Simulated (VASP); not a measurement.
# NaCl (Fm-3m) in VASP: further runs, part 2 of 2

VASP 6.6.1. The steps go on from the part before.

### Step 4. Single point, PBE-based screened hybrid

POSCAR reads:

```
NaCl
1.0
    0.0000000000      2.7940632177      2.7940632177
    2.7940632177      0.0000000000      2.7940632177
    2.7940632177      2.7940632177      0.0000000000
Cl Na
1 1
Direct
    0.5000000000      0.5000000000      0.5000000000
    0.0000000000      0.0000000000      0.0000000000
```

INCAR.step1 reads:

```
SYSTEM = NaCl
PREC = Accurate ; ENCUT = 520
EDIFF = 1E-5 ; ISMEAR = -1
SIGMA = 0.05 ; LREAL = .False.
LASPH = .True. ; NELM = 80
ALGO = Normal ; ISIF = 2
LWAVE = .True. ; LCHARG = .False.
GGA = PE ; NBANDS = 14
```

INCAR.step2 reads:

```
SYSTEM = NaCl
PREC = Accurate ; ENCUT = 520
EDIFF = 1E-7 ; ISMEAR = -1
SIGMA = 0.05 ; LREAL = .False.
LASPH = .True. ; NELM = 80
ALGO = Normal ; ISIF = 2
LWAVE = .False. ; LCHARG = .False.
GGA = PE ; LHFCALC = .True.
AEXX = 0.5 ; HFSCREEN = 0.2
PRECFOCK = Normal ; ISTART = 1
NBANDS = 14
```

KPOINTS reads:

```
regular mesh
0
Gamma
  4 4 4
  0 0 0
```

Potentials or basis: VASP PAW PBE potentials, release 64 (Cl, Na_pv).

Run with:

```console
> cat potpaw_PBE.64/Cl/POTCAR potpaw_PBE.64/Na_pv/POTCAR > POTCAR
> cp INCAR.step1 INCAR
> mpirun -np 1 vasp_std > vasp.out
> cp INCAR.step2 INCAR
> mpirun -np 1 vasp_std > vasp.out
```

OUTCAR:

```text
SYSTEM = NaCl
   PREC = Accurate
   ENCUT = 520
   EDIFF = 1E-7
   ISMEAR = -1
   LREAL = .False.
   LASPH = .True.
   NELM = 80
   ISIF = 2
   GGA = PE
   LHFCALC = .True.
   AEXX = 0.5
   HFSCREEN = 0.2
   PRECFOCK = Normal
   ISTART = 1

 ion  position               nearest neighbor table
   1  0.500  0.500  0.500-
   2  0.000  0.000  0.000-

  LATTYP: Found a face centered cubic cell.
 ALAT       =     5.5881264354

  Lattice vectors:
[... 310 lines left out ...]
     13      16.8294      0.00000
     14      17.6139      0.00000

------------------------ aborting loop because EDIFF is reached ----------------------------------------

  FORCE on cell =-STRESS in cart. coord.  units (eV):
  Direction    XX          YY          ZZ          XY          YZ          ZX
  --------------------------------------------------------------------------------------
  -------------------------------------------------------------------------------------
  Total        0.1194619      0.1194619      0.1194619      0.0000000      0.0000000     -0.0000000
  in kB        4.3873409      4.3873409      4.3873409      0.0000000      0.0000000     -0.0000000
  external PRESSURE =       4.3873409 kB  Pullay stress =       0.0000000 kB

 VOLUME and BASIS-vectors are now :
 -----------------------------------------------------------------------------
  energy-cutoff  :      520.00
  volume of cell :       43.63
      direct lattice vectors                 reciprocal lattice vectors
     0.000000000  2.794063218  2.794063218    -0.178950854  0.178950854  0.178950854
     2.794063218  0.000000000  2.794063218     0.178950854 -0.178950854  0.178950854
     2.794063218  2.794063218  0.000000000     0.178950854  0.178950854 -0.178950854

 POSITION                                       TOTAL-FORCE (eV/Angst)
 -----------------------------------------------------------------------------------
      2.79406      2.79406      2.79406         0.000000      0.000000      0.000000
      0.00000      0.00000      0.00000        -0.000000     -0.000000     -0.000000
 -----------------------------------------------------------------------------------
    total drift:                               -0.000006     -0.000004     -0.000004

  FREE ENERGIE OF THE ION-ELECTRON SYSTEM (eV)
  ---------------------------------------------------
  free  energy   TOTEN  =        -9.0531254034 eV

  energy  without entropy=       -9.0531254034  energy(sigma->0) =       -9.05312540
```

OUTCAR.step1:

```text
SYSTEM = NaCl
   PREC = Accurate
   ENCUT = 520
   EDIFF = 1E-5
   ISMEAR = -1
   LREAL = .False.
[... 339 lines left out ...]
      2.79406      2.79406      2.79406         0.000000     -0.000000     -0.000000
      0.00000      0.00000      0.00000        -0.000000      0.000000      0.000000
 -----------------------------------------------------------------------------------
    total drift:                               -0.000000      0.000000      0.000000

  FREE ENERGIE OF THE ION-ELECTRON SYSTEM (eV)
  ---------------------------------------------------
  free  energy   TOTEN  =        -6.7639030560 eV

  energy  without entropy=       -6.7639030559  energy(sigma->0) =       -6.76390306
```

Run time: 1.7 min. Hardware: 1 thread of Intel Xeon Platinum 8559C (Emerald Rapids), shared host; peak memory 0.26 GiB.

Results:

```
Free energy            : -9.0531 eV
Pressure               : 0.4 GPa
Band gap on the k mesh : 8.05 eV, direct
```

Caveat: the k points lie up to 0.49 Å⁻¹ apart; the PAW data sets were made with another functional, which shifts forces and pressure a little.

### Step 5. Single point, PBE

INCAR reads:

```
SYSTEM = NaCl
  ALGO = Normal
  EDIFF = 1E-7
  ENCUT = 520
  GGA = PE
  ISIF = 2
  ISMEAR = -1
  LASPH = .TRUE.
  LCHARG = .FALSE.
  LREAL = .FALSE.
  LWAVE = .FALSE.
  NBANDS = 14
  NELM = 80
  PREC = Accurate
  SIGMA = 0.05
```

KPOINTS reads:

```
k-points
0
G
  8 8 8
  0 0 0
```

POSCAR is that of step 4.

Potentials or basis: VASP PAW PBE potentials, release 64 (Cl, Na_pv).

Run with:

```console
> cat potpaw_PBE.64/Cl/POTCAR potpaw_PBE.64/Na_pv/POTCAR > POTCAR
> mpirun -np 1 vasp_std > vasp.out
```

OUTCAR:

```text
SYSTEM = NaCl
   EDIFF = 1E-7
   ENCUT = 520
   GGA = PE
   ISIF = 2
   ISMEAR = -1
   LASPH = .TRUE.
   LREAL = .FALSE.
   NELM = 80
   PREC = Accurate

 ion  position               nearest neighbor table
   1  0.500  0.500  0.500-
   2  0.000  0.000  0.000-

  LATTYP: Found a face centered cubic cell.
 ALAT       =     5.5881264354

  Lattice vectors:

 A1 = (   0.0000000000,   2.7940632177,   2.7940632177)
 A2 = (   2.7940632177,   0.0000000000,   2.7940632177)
 A3 = (   2.7940632177,   2.7940632177,   0.0000000000)

Analysis of symmetry for initial positions (statically):
=====================================================================
 Subroutine PRICEL returns:
 Original cell was already a primitive cell.

 Routine SETGRP: Setting up the symmetry group for a
 face centered cubic supercell.

 Subroutine GETGRP returns: Found 48 space group operations
 (whereof 48 operations were pure point group operations)
 out of a pool of 48 trial point group operations.

The static configuration has the point symmetry O_h .

Analysis of symmetry for dynamics (positions and initial velocities):
=====================================================================
[... 176 lines left out ...]
     10      10.5798      0.00000
     11      10.5798      0.00000
     12      12.7768      0.00000
     13      12.7768      0.00000
     14      14.4305      0.00000
[... 377 lines left out ...]
      1     -21.3610      2.00000
      2     -21.3434      2.00000
      3     -21.3392      2.00000
      4     -12.8914      2.00000
      5      -2.2920      2.00000
      6      -1.3675      2.00000
      7      -1.0012      2.00000
      8       7.8335      0.00000
      9       9.0919      0.00000
     10       9.8100      0.00000
     11      11.2671      0.00000
     12      13.9270      0.00000
     13      15.2283      0.00000
     14      16.2332      0.00000

 [... further k-points ...]

------------------------ aborting loop because EDIFF is reached ----------------------------------------

  FORCE on cell =-STRESS in cart. coord.  units (eV):
  Direction    XX          YY          ZZ          XY          YZ          ZX
  --------------------------------------------------------------------------------------
  -------------------------------------------------------------------------------------
  Total        0.4133518      0.4133518      0.4133518      0.0000000     -0.0000000      0.0000000
  in kB       15.1806968     15.1806968     15.1806968      0.0000000     -0.0000000      0.0000000
  external PRESSURE =      15.1806968 kB  Pullay stress =       0.0000000 kB

 VOLUME and BASIS-vectors are now :
 -----------------------------------------------------------------------------
  energy-cutoff  :      520.00
  volume of cell :       43.63
      direct lattice vectors                 reciprocal lattice vectors
     0.000000000  2.794063218  2.794063218    -0.178950854  0.178950854  0.178950854
     2.794063218  0.000000000  2.794063218     0.178950854 -0.178950854  0.178950854
     2.794063218  2.794063218  0.000000000     0.178950854  0.178950854 -0.178950854

 POSITION                                       TOTAL-FORCE (eV/Angst)
 -----------------------------------------------------------------------------------
      2.79406      2.79406      2.79406         0.000000     -0.000000      0.000000
      0.00000      0.00000      0.00000        -0.000000      0.000000     -0.000000
 -----------------------------------------------------------------------------------
    total drift:                               -0.000000      0.000000      0.000000

  FREE ENERGIE OF THE ION-ELECTRON SYSTEM (eV)
  ---------------------------------------------------
  free  energy   TOTEN  =        -6.7658168741 eV

  energy  without entropy=       -6.7658168741  energy(sigma->0) =       -6.76581687
```

OSZICAR:

```text
N       E                     dE             d eps       ncg     rms          rms(c)
DAV:   1     0.102534970928E+03    0.10253E+03   -0.70600E+03   832   0.101E+03
DAV:   2     0.147891674746E+01   -0.10106E+03   -0.93350E+02   860   0.277E+02
DAV:   3    -0.682235510515E+01   -0.83013E+01   -0.82477E+01  1052   0.733E+01
DAV:   4    -0.695621483648E+01   -0.13386E+00   -0.13379E+00   932   0.100E+01
DAV:   5    -0.695899181195E+01   -0.27770E-02   -0.27768E-02  1074   0.145E+00    0.216E+00
DAV:   6    -0.677181743326E+01    0.18717E+00   -0.30791E-01   992   0.328E+00    0.162E+00
DAV:   7    -0.676035409698E+01    0.11463E-01   -0.80697E-02  1090   0.165E+00    0.110E+00
DAV:   8    -0.676583604958E+01   -0.54820E-02   -0.96356E-03   920   0.854E-01    0.301E-01
DAV:   9    -0.676571861154E+01    0.11744E-03   -0.21291E-04  1004   0.114E-01    0.160E-01
DAV:  10    -0.676582615167E+01   -0.10754E-03   -0.29349E-04   980   0.140E-01    0.631E-02
DAV:  11    -0.676581639270E+01    0.97590E-05   -0.18238E-05  1040   0.413E-02    0.135E-02
DAV:  12    -0.676581656671E+01   -0.17401E-06   -0.21222E-06   956   0.142E-02    0.139E-03
DAV:  13    -0.676581707732E+01   -0.51061E-06   -0.27107E-07   986   0.348E-03    0.357E-03
DAV:  14    -0.676581686995E+01    0.20736E-06   -0.50313E-08   700   0.131E-03    0.349E-04
DAV:  15    -0.676581687412E+01   -0.41696E-08   -0.33568E-09   556   0.563E-04
   1 F= -.67658169E+01 E0= -.67658169E+01  d E =-.191436E-10
```

stdout:

```text
POSCAR found type information on POSCAR ClNa
 POSCAR found :  2 types and       2 ions
 scaLAPACK will be used
 LDA part: xc-table for (Slater+PW92), standard interpolation
 POSCAR, INCAR and KPOINTS ok, starting setup
 FFT: planning ... GRIDC
 FFT: planning ... GRID_SOFT
 FFT: planning ... GRID
 WAVECAR not read
 entering main loop
```

Wall time 25 s (1 thread of Intel Xeon Platinum 8259CL at 2.50GHz (Skylake/Cascade Lake), shared host); peak memory 0.16 GiB.

What came out:

```yaml
Free_energy: -6.7658 eV
Pressure: 1.5 GPa
Band_gap_on_the_k_mesh: 5.22 eV, direct
```

As with any semilocal functional, this PBE gap is likely too small.

### Step 6. Single point, PBE-based screened hybrid

POSCAR is that of step 5.

INCAR.step1 reads:

```
  ALGO = Normal
  EDIFF = 1E-5
  ENCUT = 520
  GGA = PE
  ISIF = 2
  ISMEAR = -1
  LASPH = T
  LCHARG = F
  LREAL = F
  LWAVE = T
  NBANDS = 14
  NELM = 60
  PREC = Accurate
  SIGMA = 0.05
```

INCAR.step2 reads:

```
  AEXX = 0.25
  ALGO = Normal
  EDIFF = 1E-7
  ENCUT = 520
  GGA = PE
  HFSCREEN = 0.1
  ISIF = 2
  ISMEAR = -1
  ISTART = 1
  LASPH = T
  LCHARG = F
  LHFCALC = T
  LREAL = F
  LWAVE = F
  NBANDS = 14
  NELM = 60
  PREC = Accurate
  PRECFOCK = Normal
  SIGMA = 0.05
```

KPOINTS reads:

```
k-points
0
Gamma
  4 4 4
```

Potentials or basis: VASP PAW PBE potentials, release 64 (Cl, Na_pv).

Run with:

```console
> cat potpaw_PBE.64/Cl/POTCAR potpaw_PBE.64/Na_pv/POTCAR > POTCAR
> cp INCAR.step1 INCAR
> mpirun -np 1 vasp_std > vasp.out
> cp INCAR.step2 INCAR
> mpirun -np 1 vasp_std > vasp.out
```

Wall time 4.6 min (1 thread of Intel Xeon Platinum 8259CL at 2.50GHz (Skylake/Cascade Lake), shared host); peak memory 0.26 GiB.

It converged, with:

- Free energy: -8.1339 eV
- Pressure: 0.9 GPa
- Band gap on the k mesh: 6.96 eV, direct

Levels at points of the mesh, in eV from the valence-band top:
| k point | band 3 | band 4 | band 5 | band 6 | band 7 | band 8 | band 9 | band 10 | band 11 | band 12 |
| --- | --- | --- | --- | --- | --- | --- | --- | --- | --- | --- |
| (0.00, 0.00, 0.00) | -22.85 | -13.94 | 0.00 | 0.00 | 0.00 | 6.96 | 13.04 | 13.04 | 13.04 | 15.42 |
| (0.50, 0.00, 0.00) | -22.85 | -13.54 | -2.15 | -0.30 | -0.30 | 9.05 | 12.87 | 12.96 | 12.96 | 17.14 |
| (0.50, 0.50, 0.00) | -22.86 | -13.49 | -1.88 | -0.68 | -0.68 | 9.46 | 9.76 | 13.49 | 17.14 | 17.14 |

Caveat: the k points lie up to 0.49 Å⁻¹ apart; the PAW data sets were made with another functional, which shifts forces and pressure a little.

### Step 7. Overview

```csv
task,level,cell,k mesh,cutoff (eV),grid for exact exchange (PRECFOCK),share of exact exchange,screening parameter,gap on the mesh (eV),pressure (GPa),relaxed volume (Å³/atom)
relaxation of cell and atoms,PBEsol+D4,relaxed,8 × 8 × 8,600,-,-,-,5.05,-0.1,21.74
relaxation of cell and atoms,RPBE+D3(BJ),relaxed,8 × 8 × 8,600,-,-,-,6.47,0.0,17.84
single point,PBE-based screened hybrid,as given,4 × 4 × 4,520,Normal,0.5,0.2 1/Å,8.05,0.4,-
single point,PBE,as given,8 × 8 × 8,520,-,-,-,5.22,1.5,-
single point,PBE-based screened hybrid,as given,4 × 4 × 4,520,Normal,0.25,0.1 1/Å,6.96,0.9,-
```

Alike in all rows: potentials or basis VASP PAW PBE potentials, release 64 (Cl, Na_pv); no spin polarisation; smearing fermi-dirac 0.05 eV.

Caveats: some runs use coarse meshes; the PAW data sets were made with another functional, which shifts forces and pressure a little (some runs); the volume moved by over 15 % at a fixed basis, so the end points are rough (some runs).

Total energies depend on the potentials used, so only differences within one code and one set of settings carry meaning.
